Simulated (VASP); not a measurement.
A run of VASP 6.6.1:

Contents of INCAR:

```
SYSTEM = Si4C5
PREC = Accurate ; ENCUT = 520
EDIFF = 1E-6 ; ISMEAR = 0
SIGMA = 0.05 ; LREAL = .False.
LASPH = .True. ; NELM = 150
ALGO = Normal ; ISIF = 2
LWAVE = .False. ; LCHARG = .False.
ISPIN = 2 ; MAGMOM = 0 0 0 0 0 0 0 0 2
LORBIT = 11 ; LDIPOL = .True.
IDIPOL = 3 ; DIPOL = 0.5 0.5 0.332
GGA = PE ; NBANDS = 32
```

File KPOINTS:

```
Automatic mesh
0
Gamma
  9 6 1
  0 0 0
```

Contents of POSCAR:

```
Si4C5
1.0
    3.0967389835      0.0000000000      0.0000000000
    0.0000000000      4.3794502696      0.0000000000
    0.0000000000      0.0000000000     20.1332068409
Si C
4 5
Direct
    0.5000000000      0.5000000000      0.1986767449
    0.0000000000      0.0000000000      0.2755829975
    0.5000000000      0.4971399929      0.3554907356
    0.0000000000      0.9498903522      0.4168952508
    0.0000000000      0.2500000000      0.1986767449
    0.5000000000      0.7500000000      0.2755829975
    0.0000000000      0.2559423736      0.3541649052
    0.5000000000      0.7547379257      0.4288043583
    0.8333333333      1.2547379257      0.4836322258
```

Potentials or basis: VASP PAW PBE potentials, release 64 (Si, C).

The run is started by

```bash
$ cat potpaw_PBE.64/Si/POTCAR potpaw_PBE.64/C/POTCAR > POTCAR
$ mpirun -np 1 vasp_std > vasp.out
```

Hardware: 1 thread of Intel(R) Xeon(R) 6975P-C (Granite Rapids), with other jobs on the host.

Question: How long does it take, and how much memory?

Answer: Wall time 8.9 min on 1 thread of Intel(R) Xeon(R) 6975P-C (Granite Rapids), on a shared host, peak memory 0.65 GiB. Counts: scf iterations 29, k points 28.
